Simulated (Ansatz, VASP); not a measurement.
# One calculation of ZrO2, two programs

File INCAR:

```
SYSTEM = ZrO2
PREC = Accurate
ENCUT = 600
EDIFF = 1E-6
ISMEAR = -1
SIGMA = 0.02
LREAL = .False.
LASPH = .True.
NELM = 120
ALGO = Normal
ISIF = 2
LWAVE = .False.
LCHARG = .False.
GGA = PE
NBANDS = 19
GGA_COMPAT = .False.
```

Contents of KPOINTS:

```
regular mesh
0
Gamma
  6 6 6
  0 0 0
```

POSCAR

```
ZrO2
1.0
    0.0000000000      2.5265500000      2.5350000000
    2.5265500000      0.0000000000      2.5350000000
    2.5265500000      2.5265500000      0.0000000000
Zr O
1 2
Direct
    0.0000000000      0.0000000000      0.0000000000
    0.2500000000      0.2500000000      0.2500000000
    0.7500000000      0.7500000000      0.7500000000
```

Input for Ansatz:

```yaml
crystal:
  lattice:
    - [0.0, 2.5265500000000003, 2.535]
    - [2.5265500000000003, 0.0, 2.535]
    - [2.5265500000000003, 2.5265500000000003, 0.0]
  atoms:
    - { symbol: Zr, position: [0.0, 0.0, 0.0] }
    - { symbol: O, position: [0.25, 0.25, 0.25] }
    - { symbol: O, position: [0.75, 0.75, 0.75] }
basis:
  ecutwfc: 510.0
kpoints:
  mp_grid:
    grid: [6, 6, 6]
hamiltonian:
  xc: pbe
scf:
  occupations:
    method: fermi_dirac
    width: 0.02
output:
  stress: true
```

Alike in both runs: task single point; functional PBE; k mesh 6 × 6 × 6; occupations fermi-dirac, width 0.02 eV; no spin polarisation.

|  | VASP | Ansatz |
| --- | --- | --- |
| version | VASP 6.6.1 | Ansatz 0.2.0 |
| potentials or method | VASP PAW PBE potentials, release 64 (Zr_sv, O), cutoff 600 eV | plane waves, PAW |
| valence electrons in the cell | 24 | 24 |

VASP gave:

- pressure (GPa): 8.7
- traceless stress, the component that is largest in VASP (GPa): -0.99

**Question.** What did Ansatz give for the same quantities?

**Answer.** Pressure (GPa): 8.6; traceless stress, the component that is largest in VASP (GPa): -0.99.

The functional is the same, so the differences come from potentials, cutoffs and numerics.
